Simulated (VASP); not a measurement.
# Mg2BeS3 in VASP: further runs

Runs on Mg2BeS3. Level: PBE. Tasks: single point.

Program: VASP 6.6.1. These are calculated values, not measurements. Logs are shortened: lines on timing, memory, paths and dates and some standing lists are left out, and cuts for length are marked.

## (1) The cell of the first run

Symmetry: P6mm, No. 183, hexagonal system. Conventional cell: a = 5.069 Å, b = 5.069 Å, c = 4.709 Å, α = 90.00°, β = 90.00°, γ = 120.00°. Within 3.1 Å of Mg (site symmetry 3m) lie 5 S at 2.35 to 2.93 Å and 3 Mg at 2.93 Å. Be (site symmetry 6mm) has 8 S at 2.29 to 2.93 Å within 3.0 Å. Within 3.1 Å of S (site symmetry 3m) lie 2 Mg at 2.35 to 2.36 Å and 3 S at 2.93 Å and 3 Be at 2.93 Å. Within 3.0 Å of S (site symmetry 6mm) lie 2 Be at 2.29 to 2.42 Å and 6 Mg at 2.93 Å.

The cell was built from a structure type or drawn by symmetry, and may not be a known phase.

## (2) Single point, PBE

The input, INCAR:

```
  ALGO = Normal
  EDIFF = 1E-6
  ENCUT = 600
  GGA = PE
  GGA_COMPAT = F
  ISIF = 2
  ISMEAR = 0
  LASPH = T
  LCHARG = F
  LREAL = F
  LWAVE = F
  NBANDS = 21
  NELM = 120
  PREC = Accurate
  SIGMA = 0.15
```

The input, KPOINTS:

```
k-points
0
Gamma
  3 3 2
```

The input, POSCAR:

```
Mg2BeS3
1.0
    5.0687525743      0.0000000000      0.0000000000
   -2.5343762872      4.3896684948      0.0000000000
    0.0000000000      0.0000000000      4.7090134305
Mg Be S
2 1 3
Direct
    0.3333333333      0.6666666667      0.1451509531
    0.6666666667      0.3333333333      0.1451509531
    0.0000000000      0.0000000000      0.6336843167
    0.3333333333      0.6666666667      0.6449576562
    0.6666666667      0.3333333333      0.6449576562
    0.0000000000      0.0000000000      0.1478924849
```

Potentials or basis: VASP PAW PBE potentials, release 64 (Mg, Be, S).

Launch:

```
$ cat potpaw_PBE.64/Mg/POTCAR potpaw_PBE.64/Be/POTCAR potpaw_PBE.64/S/POTCAR > POTCAR
$ mpirun -np 1 vasp_std > vasp.out
```

OUTCAR:

```text
EDIFF = 1E-6
   ENCUT = 600
   GGA = PE
   ISIF = 2
   ISMEAR = 0
   LASPH = T
   LREAL = F
   NELM = 120
   PREC = Accurate

 ion  position               nearest neighbor table
   1  0.333  0.667  0.145-   4 2.35   4 2.36   2 2.93   2 2.93   2 2.93   6 2.93   6 2.93   6 2.93

   2  0.667  0.333  0.145-   5 2.35   5 2.36   1 2.93   1 2.93   1 2.93   6 2.93   6 2.93   6 2.93

   3  0.000  0.000  0.634-   6 2.29   6 2.42
   4  0.333  0.667  0.645-   1 2.35   1 2.36
   5  0.667  0.333  0.645-   2 2.35   2 2.36
   6  0.000  0.000  0.148-   3 2.29   3 2.42   1 2.93   2 2.93   1 2.93   2 2.93   2 2.93   1 2.93

  LATTYP: Found a hexagonal cell.
 ALAT       =     5.0687525743
 C/A-ratio  =     0.9290280718

  Lattice vectors:

 A1 = (   5.0687525743,   0.0000000000,   0.0000000000)
 A2 = (  -2.5343762872,   4.3896684948,   0.0000000000)
 A3 = (   0.0000000000,   0.0000000000,   4.7090134305)

Analysis of symmetry for initial positions (statically):
=====================================================================
 Subroutine PRICEL returns:
 Original cell was already a primitive cell.

 Routine SETGRP: Setting up the symmetry group for a
 hexagonal supercell.

 Subroutine GETGRP returns: Found 12 space group operations
 (whereof 12 operations were pure point group operations)
 out of a pool of 24 trial point group operations.

The static configuration has the point symmetry C_6v.

Analysis of symmetry for dynamics (positions and initial velocities):
=====================================================================
 Subroutine PRICEL returns:
 Original cell was already a primitive cell.

 Routine SETGRP: Setting up the symmetry group for a
 hexagonal supercell.

 Subroutine GETGRP returns: Found 12 space group operations
 (whereof 12 operations were pure point group operations)
 out of a pool of 24 trial point group operations.

The dynamic configuration has the point symmetry C_6v.

 Subroutine INISYM returns: Found 12 space group operations
 (whereof 12 operations are pure point group operations),
 and found     1 'primitive' translations

----------------------------------------------------------------------------------------

                                     Primitive cell

  volume of cell :     104.7762

  direct lattice vectors                    reciprocal lattice vectors
     5.068752574  0.000000000  0.000000000     0.197287199  0.113903818  0.000000000
    -2.534376287  4.389668495  0.000000000     0.000000000  0.227807635  0.000000000
     0.000000000  0.000000000  4.709013430     0.000000000  0.000000000  0.212358706

  length of vectors
     5.068752574  5.068752574  4.709013430     0.227807635  0.227807635  0.212358706

  position of ions in fractional coordinates (direct lattice)
     0.333333333  0.666666667  0.145150953
     0.666666667  0.333333333  0.145150953
     0.000000000  0.000000000  0.633684317
     0.333333333  0.666666667  0.644957656
     0.666666667  0.333333333  0.644957656
     0.000000000  0.000000000  0.147892485

  ion indices of the primitive-cell ions
   primitive index   ion index
                 1           1
                 2           2
                 3           3
                 4           4
                 5           5
                 6           6

----------------------------------------------------------------------------------------

 KPOINTS: k-points

Automatic generation of k-mesh.
 Grid dimensions read from file:
 generate k-points for:    3    3    2

 Generating k-lattice:

  Cartesian coordinates                     Fractional coordinates (reciprocal lattice)
     0.065762400  0.037967939  0.000000000     0.333333333  0.000000000  0.000000000
     0.000000000  0.075935878  0.000000000     0.000000000  0.333333333  0.000000000
     0.000000000  0.000000000  0.106179353     0.000000000  0.000000000  0.500000000

  Length of vectors
     0.075935878  0.075935878  0.106179353

  Shift w.r.t. Gamma in fractional coordinates (k-lattice)
     0.000000000  0.000000000  0.000000000

 Subroutine IBZKPT returns following result:
 ===========================================

 Found      6 irreducible k-points:

 Following reciprocal coordinates:
            Coordinates               Weight
  0.000000  0.000000  0.000000      1.000000
  0.333333 -0.000000  0.000000      6.000000
  0.333333  0.333333  0.000000      2.000000
  0.000000  0.000000  0.500000      1.000000
  0.333333 -0.000000  0.500000      6.000000
  0.333333  0.333333  0.500000      2.000000
   k-points           NKPTS =      6   k-points in BZ     NKDIM =      6   number of bands    NBANDS=     21
   number of dos      NEDOS =    301   number of ions     NIONS =      6
   total plane-waves  NPLWV =  64000
   dimension x,y,z NGX =    40 NGY =   40 NGZ =   40
   dimension x,y,z NGXF=    80 NGYF=   80 NGZF=   80
   ions per type =               2   1   3
   NGX,Y,Z   is equivalent  to a cutoff of  13.12, 13.12, 14.12 a.u.
   NGXF,Y,Z  is equivalent  to a cutoff of  26.24, 26.24, 28.24 a.u.
 SYSTEM =  unknown system
   PREC   = accura    normal or accurate (medium, high low for compatibility)
   ISTART =      0    job   : 0-new  1-cont  2-samecut
   ICHARG =      2    charge: 1-file 2-atom 10-const
   ISPIN  =      1    spin polarized calculation?
   LNONCOLLINEAR =      F non collinear calculations
   LSORBIT =      F    spin-orbit coupling
   LASPH  =      T    aspherical Exc in radial PAW
   ENCUT  =  600.0 eV  44.10 Ry    6.64 a.u.  10.12 10.12  9.41*2*pi/ulx,y,z
   NELM   =    120;   NELMIN=  2; NELMDL= -5     # of ELM steps
   EDIFF  = 0.1E-05   stopping-criterion for ELM
   LREAL  =      F    real-space projection
   EDIFFG = 0.1E-04   stopping-criterion for IOM
   NSW    =      0    number of steps for IOM
   IBRION =     -1    ionic relax: 0-MD 1-quasi-New 2-CG
   NFREE  =      0    steps in history (QN), initial steepest desc. (CG)
   ISIF   =      2    stress and relaxation
   ISYM   =      2    0-nonsym 1-usesym 2-fastsym
   POTIM  = 0.5000    time-step for ionic-motion
   TEBEG  =    0.0;   TEEND  =   0.0 temperature during run
   PSTRESS=    0.0 pullay stress
   NELECT =      24.0000    total number of electrons
   NUPDOWN=      -1.0000    fix difference up-down
   EMIN   =  10.00;   EMAX   =-10.00  energy-range for DOS
   EFERMI =   0.00;   METHOD = LEGACY
   ISMEAR =     0;   SIGMA  =   0.15  broadening in eV -4-tet -1-fermi 0-gaus
   EFERMI_NEDOS =   21; number of points for ismear=-14 and -15
   IALGO  =     38    algorithm
   IMIX   =      4    mixing-type and parameters
     AMIX     =   0.40;   BMIX     =  1.00
     AMIX_MAG =   1.60;   BMIX_MAG =  1.00
  volume/ion in A,a.u.               =      17.46       117.84
  Fermi-wavevector in a.u.,A,eV,Ry     =   1.001669  1.892880 13.651286  1.003341
  Thomas-Fermi vector in A             =   2.134106
   LORBIT       =      0    0 simple, 1 ext, 2 COOP (PROOUT), +10 PAW based schemes
   GGA     = PE    functional components
   LHFCALC =     F    Hartree Fock is set to
   AEXX    =    0.0000 exact exchange contribution
   IVDW    =     0    specifies the selected vdW correction
   LEPSILON=     F    determine dielectric tensor
   LRPA    =     F    only Hartree local field effects (RPA)
 non-spin polarized calculation
 Gauss-broadening in eV      SIGMA  =   0.15
  energy-cutoff  :      600.00
  volume of cell :      104.78
 maximum number of plane-waves:      3504
   NGX = 21   NGY = 21   NGZ = 19

 number of electron      24.0000000 magnetization

 Free energy of the ion-electron system (eV)
  ---------------------------------------------------
  ext. energy  EPLUGINS =         0.00000000
  ---------------------------------------------------
  free energy    TOTEN  =       -20.64189552 eV

  energy without entropy =      -20.61364129  energy(sigma->0) =      -20.62776840

 E-fermi :   5.1976     XC(G=0):  -9.6298

 val. band max:        4.7822725252   @ k =   0.3333  -0.0000   0.0000
 cond. band min:       5.1976068219   @ k =   0.3333  -0.0000   0.0000
 fundamental gap:      0.4153342966
 Fermi energy:         5.1975847341

 k-point     1 :       0.0000    0.0000    0.0000
  band No.  band energies     occupation
      1      -9.1922      2.00000
      2      -7.6408      2.00000
      3      -6.2027      2.00000
      4      -0.6251      2.00000
      5       0.6804      2.00000
      6       0.6804      2.00000
[... 13 lines left out ...]
     20      10.5982      0.00000
     21      10.5982      0.00000

 k-point     2 :       0.3333   -0.0000    0.0000
  band No.  band energies     occupation
      1      -8.7289      2.00000
      2      -7.7915      2.00000
      3      -6.8242      2.00000
      4      -0.3441      2.00000
      5      -0.0984      2.00000
      6       0.1072      2.00000
[... 13 lines left out ...]
     20      10.5449      0.00000
     21      11.9556      0.00000

 k-point     3 :       0.3333    0.3333    0.0000
  band No.  band energies     occupation
      1      -8.3458      2.00000
      2      -7.5900      2.00000
      3      -7.5900      2.00000
      4       0.0806      2.00000
      5       0.2682      2.00000
      6       0.2682      2.00000
[... 13 lines left out ...]
     20      10.7525      0.00000
     21      10.7525      0.00000

 k-point     4 :       0.0000    0.0000    0.5000
  band No.  band energies     occupation
      1      -8.4724      2.00000
      2      -8.4195      2.00000
      3      -6.0943      2.00000
      4      -0.6462      2.00000
      5       0.1678      2.00000
      6       1.2381      2.00000
[... 13 lines left out ...]
     20      11.2670      0.00000
     21      13.5762      0.00000

 k-point     5 :       0.3333   -0.0000    0.5000
  band No.  band energies     occupation
      1      -8.3372      2.00000
      2      -8.0414      2.00000
      3      -6.7232      2.00000
      4      -1.3135      2.00000
      5      -0.7004      2.00000
      6       0.6061      2.00000
[... 13 lines left out ...]
     20      11.2162      0.00000
     21      11.5390      0.00000

 k-point     6 :       0.3333    0.3333    0.5000
  band No.  band energies     occupation
      1      -8.2858      2.00000
      2      -7.4257      2.00000
      3      -7.4257      2.00000
      4      -1.4202      2.00000
      5      -0.9528      2.00000
      6      -0.9528      2.00000
[... 13 lines left out ...]
     20      11.1743      0.00000
     21      11.1743      0.00000

------------------------ aborting loop because EDIFF is reached ----------------------------------------

  FORCE on cell =-STRESS in cart. coord.  units (eV):
  Direction    XX          YY          ZZ          XY          YZ          ZX
  --------------------------------------------------------------------------------------
  -------------------------------------------------------------------------------------
  Total        0.0445358      0.0445358     -0.2031687     -0.0000000      0.0000000     -0.0000000
  in kB        0.6810162      0.6810162     -3.1067375     -0.0000000      0.0000000     -0.0000000
  external PRESSURE =      -0.5815683 kB  Pullay stress =       0.0000000 kB

 VOLUME and BASIS-vectors are now :
 -----------------------------------------------------------------------------
  energy-cutoff  :      600.00
  volume of cell :      104.78
      direct lattice vectors                 reciprocal lattice vectors
     5.068752574  0.000000000  0.000000000     0.197287199  0.113903818  0.000000000
    -2.534376287  4.389668495  0.000000000     0.000000000  0.227807635  0.000000000
     0.000000000  0.000000000  4.709013430     0.000000000  0.000000000  0.212358706

 POSITION                                       TOTAL-FORCE (eV/Angst)
 -----------------------------------------------------------------------------------
     -0.00000      2.92645      0.68352         0.000000     -0.000000     -0.012188
      2.53438      1.46322      0.68352         0.000000     -0.000000     -0.012188
      0.00000      0.00000      2.98403         0.000000     -0.000000      0.001368
     -0.00000      2.92645      3.03711        -0.000000      0.000000      0.008763
      2.53438      1.46322      3.03711         0.000000      0.000000      0.008763
      0.00000      0.00000      0.69643         0.000000     -0.000000      0.005484
 -----------------------------------------------------------------------------------
    total drift:                               -0.000000     -0.000000     -0.000085

  FREE ENERGIE OF THE ION-ELECTRON SYSTEM (eV)
  ---------------------------------------------------
  free  energy   TOTEN  =       -20.6418955173 eV

  energy  without entropy=      -20.6136412900  energy(sigma->0) =      -20.62776840
```

Run time: 18 s. Hardware: 1 thread of Intel Xeon Platinum 8488C (Sapphire Rapids), shared host; peak memory 0.25 GiB.

What came out:

```
Free energy            : -20.6419 eV
Pressure               : -0.1 GPa
Largest force          : 0.012 eV/Å
Band gap on the k mesh : zero (bands 12 and 13 overlap by 1.59 eV)
```

Forces on the atoms (eV/Å):
```
Mg   0.000  0.000 -0.012
Mg   0.000  0.000 -0.012
Be   0.000  0.000  0.001
S    0.000  0.000  0.009
S    0.000  0.000  0.009
S    0.000  0.000  0.005
```

Stress tensor (GPa, compression positive):
```
 0.07  0.00  0.00
 0.00  0.07  0.00
 0.00  0.00 -0.31
```

Levels at points of the mesh, in eV from the Fermi level:
```tsv
k point	band 8	band 9	band 10	band 11	band 12	band 13	band 14	band 15	band 16	band 17
(0.00, 0.00, 0.00)	-4.15	-3.31	-2.61	-1.51	-0.91	-0.91	0.34	2.68	2.68	5.30
(0.00, 0.00, 0.50)	-3.88	-3.88	-3.30	-2.10	-2.10	0.72	0.72	1.69	3.41	4.53
```

Caveat: the k points lie up to 0.67 Å⁻¹ apart, too coarse for converged energies and pressures of a metal.

(Continued in part 2 of 2.)
